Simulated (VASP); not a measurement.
# Al: single point with r2SCAN

The system is Al.

```
Al
1.0
     2.60152    0.00000    0.00000
    -1.30076    2.25298    0.00000
     0.00000    0.00000    4.86685
Al
2
Direct
  0.66667 0.33333 0.75000
  0.33333 0.66667 0.25000
```

This cell differs from its parent crystal: strain -0.0750 x Voigt [1, 1, 0, 0, 0, 0].

```json
{
  "Program": "VASP 6.6.1",
  "Task": "single point",
  "Functional": "r2SCAN",
  "Potentials or basis": "VASP PAW PBE potentials, release 64 (Al)",
  "Cutoff": "520 eV",
  "k mesh": "21 × 21 × 10",
  "Occupations": "gaussian, width 0.15 eV",
  "Spin": "no spin polarisation"
}
```

```yaml
Pressure: 16.1 GPa
Band_gap_on_the_k_mesh: zero (band 3 reaches 13.14 eV, above the bottom of band 4 at 6.55 eV)
```

Stress tensor (GPa, compression positive):
```
22.90  0.00  0.00
 0.00 22.90  0.00
 0.00  0.00  2.37
```

Levels at points of the mesh, in eV from the Fermi level:
| k point | band 1 | band 2 | band 3 | band 4 | band 5 | band 6 | band 7 | band 8 |
| --- | --- | --- | --- | --- | --- | --- | --- | --- |
| (0.00, 0.00, 0.00) | -12.89 | -6.50 | -6.35 | 10.78 | 12.30 | 14.46 | 14.46 | 15.11 |
| (0.00, 0.00, 0.50) | -11.25 | -11.25 | 1.32 | 1.32 | 15.19 | 15.19 | 15.19 | 15.19 |

It took 2.5 min on 1 thread of Intel(R) Xeon(R) Platinum 8259CL CPU @ 2.50GHz (Skylake/Cascade Lake) (shared host), peak memory 0.19 GiB.

Caveat: the cell differs from its parent crystal (strain -0.0750 x Voigt [1, 1, 0, 0, 0, 0]); the PAW data sets were made with another functional, which shifts forces and pressure a little.
